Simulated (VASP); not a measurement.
# GaP (v.bh) (F-43m) in VASP: further runs, part 2 of 2

VASP 6.6.1. Earlier steps stand in the parts before.

## (3) Single point, PBE

The input, INCAR:

```
  PREC = Accurate
  ENCUT = 500
  EDIFF = 1E-6
  ISMEAR = 0
  SIGMA = 0.02
  LREAL = False
  LASPH = True
  NELM = 120
  ALGO = Normal
  ISIF = 2
  LWAVE = False
  LCHARG = False
  GGA = PE
  NBANDS = 16
  GGA_COMPAT = False
```

The input, KPOINTS:

```
Automatic mesh
0
Gamma
  10 10 10
```

The input, POSCAR:

```
GaP
1.0
    0.0000000000      2.7532933682      2.7532933682
    2.7532933682      0.0000000000      2.7532933682
    2.7532933682      2.7532933682      0.0000000000
Ga P
1 1
Direct
    0.0000000000      0.0000000000      0.0000000000
    0.2500000000      0.2500000000      0.2500000000
```

Potentials or basis: VASP PAW PBE potentials, release 64 (Ga_d, P).

Started as:

```console
$ cat potpaw_PBE.64/Ga_d/POTCAR potpaw_PBE.64/P/POTCAR > POTCAR
$ mpirun -np 1 vasp_std > vasp.out
```

OUTCAR:

```text
PREC = Accurate
   ENCUT = 500
   EDIFF = 1E-6
   ISMEAR = 0
   LREAL = False
   LASPH = True
   NELM = 120
   ISIF = 2
   GGA = PE

 ion  position               nearest neighbor table
   1  0.000  0.000  0.000-   2 2.38   2 2.38   2 2.38   2 2.38
   2  0.250  0.250  0.250-   1 2.38   1 2.38   1 2.38   1 2.38

  LATTYP: Found a face centered cubic cell.
 ALAT       =     5.5065867364

  Lattice vectors:

 A1 = (   0.0000000000,   2.7532933682,   2.7532933682)
 A2 = (   2.7532933682,   0.0000000000,   2.7532933682)
 A3 = (   2.7532933682,   2.7532933682,   0.0000000000)

Analysis of symmetry for initial positions (statically):
=====================================================================
 Subroutine PRICEL returns:
 Original cell was already a primitive cell.

 Routine SETGRP: Setting up the symmetry group for a
 face centered cubic supercell.

 Subroutine GETGRP returns: Found 24 space group operations
 (whereof 24 operations were pure point group operations)
 out of a pool of 48 trial point group operations.

The static configuration has the point symmetry T_d .

Analysis of symmetry for dynamics (positions and initial velocities):
=====================================================================
 Subroutine PRICEL returns:
 Original cell was already a primitive cell.

 Routine SETGRP: Setting up the symmetry group for a
 face centered cubic supercell.

 Subroutine GETGRP returns: Found 24 space group operations
 (whereof 24 operations were pure point group operations)
 out of a pool of 48 trial point group operations.

The dynamic configuration has the point symmetry T_d .

 Subroutine INISYM returns: Found 24 space group operations
 (whereof 24 operations are pure point group operations),
 and found     1 'primitive' translations

----------------------------------------------------------------------------------------

                                     Primitive cell

  volume of cell :      41.7434
[... 102 lines left out ...]
   EMIN   =  10.00;   EMAX   =-10.00  energy-range for DOS
   EFERMI =   0.00;   METHOD = LEGACY
   ISMEAR =     0;   SIGMA  =   0.02  broadening in eV -4-tet -1-fermi 0-gaus
   EFERMI_NEDOS =   21; number of points for ismear=-14 and -15
   IALGO  =     38    algorithm
   IMIX   =      4    mixing-type and parameters
     AMIX     =   0.40;   BMIX     =  1.00
     AMIX_MAG =   1.60;   BMIX_MAG =  1.00
  volume/ion in A,a.u.               =      20.87       140.85
  Fermi-wavevector in a.u.,A,eV,Ry     =   1.236811  2.337233 20.812836  1.529700
  Thomas-Fermi vector in A             =   2.371404
   LORBIT       =      0    0 simple, 1 ext, 2 COOP (PROOUT), +10 PAW based schemes
   GGA     = PE    functional components
   LHFCALC =     F    Hartree Fock is set to
   AEXX    =    0.0000 exact exchange contribution
   IVDW    =     0    specifies the selected vdW correction
   LEPSILON=     F    determine dielectric tensor
   LRPA    =     F    only Hartree local field effects (RPA)
 non-spin polarized calculation
 Gauss-broadening in eV      SIGMA  =   0.02
  energy-cutoff  :      500.00
  volume of cell :       41.74
 maximum number of plane-waves:      1073
   NGX = 15   NGY = 15   NGZ = 15

 number of electron      18.0000009 magnetization

 Free energy of the ion-electron system (eV)
  ---------------------------------------------------
  ext. energy  EPLUGINS =         0.00000000
  ---------------------------------------------------
  free energy    TOTEN  =        -9.12747730 eV

  energy without entropy =       -9.12747730  energy(sigma->0) =       -9.12747730

 E-fermi :   4.4333     XC(G=0):  -9.6943

 val. band max:        4.3425976978   @ k =   0.0000   0.0000   0.0000
 cond. band min:       5.9162203916   @ k =   0.0000   0.0000   0.0000
 fundamental gap:      1.5736226938
 Fermi energy:         4.4332685277

 k-point     1 :       0.0000    0.0000    0.0000
  band No.  band energies     occupation
      1     -10.1583      2.00000
      2     -10.1583      2.00000
      3     -10.1583      2.00000
      4     -10.0676      2.00000
      5     -10.0676      2.00000
      6      -7.9222      2.00000
[... 433 lines left out ...]
      3     -10.1134      2.00000
      4     -10.0892      2.00000
      5     -10.0529      2.00000
      6      -6.0253      2.00000
[... 8 lines left out ...]
     15      16.0422      0.00000
     16      17.8862      0.00000

 [... further k-points ...]
[... 5 lines left out ...]
  --------------------------------------------------------------------------------------
  -------------------------------------------------------------------------------------
  Total       -0.0245866     -0.0245866     -0.0245866      0.0000000     -0.0000000      0.0000000
  in kB       -0.9436745     -0.9436745     -0.9436745      0.0000000     -0.0000000      0.0000000
  external PRESSURE =      -0.9436745 kB  Pullay stress =       0.0000000 kB

 VOLUME and BASIS-vectors are now :
 -----------------------------------------------------------------------------
  energy-cutoff  :      500.00
  volume of cell :       41.74
      direct lattice vectors                 reciprocal lattice vectors
     0.000000000  2.753293368  2.753293368    -0.181600699  0.181600699  0.181600699
     2.753293368  0.000000000  2.753293368     0.181600699 -0.181600699  0.181600699
     2.753293368  2.753293368  0.000000000     0.181600699  0.181600699 -0.181600699

 POSITION                                       TOTAL-FORCE (eV/Angst)
 -----------------------------------------------------------------------------------
      0.00000      0.00000      0.00000         0.000000     -0.000000     -0.000000
      1.37665      1.37665      1.37665         0.000000      0.000000      0.000000
 -----------------------------------------------------------------------------------
    total drift:                                0.000001      0.000001      0.000001

  FREE ENERGIE OF THE ION-ELECTRON SYSTEM (eV)
  ---------------------------------------------------
  free  energy   TOTEN  =        -9.1274772953 eV

  energy  without entropy=       -9.1274772953  energy(sigma->0) =       -9.12747730
```

Wall time 12 s (1 thread of Intel Xeon 6975P-C (Granite Rapids), shared host); peak memory 0.16 GiB.

Results:

| Quantity | Value |
| --- | --- |
| Free energy | -9.1275 eV |
| Pressure | -0.1 GPa |
| Band gap on the k mesh | 1.57 eV, direct |

A k mesh can miss the band edges. As with any semilocal functional, this PBE gap is likely too small.
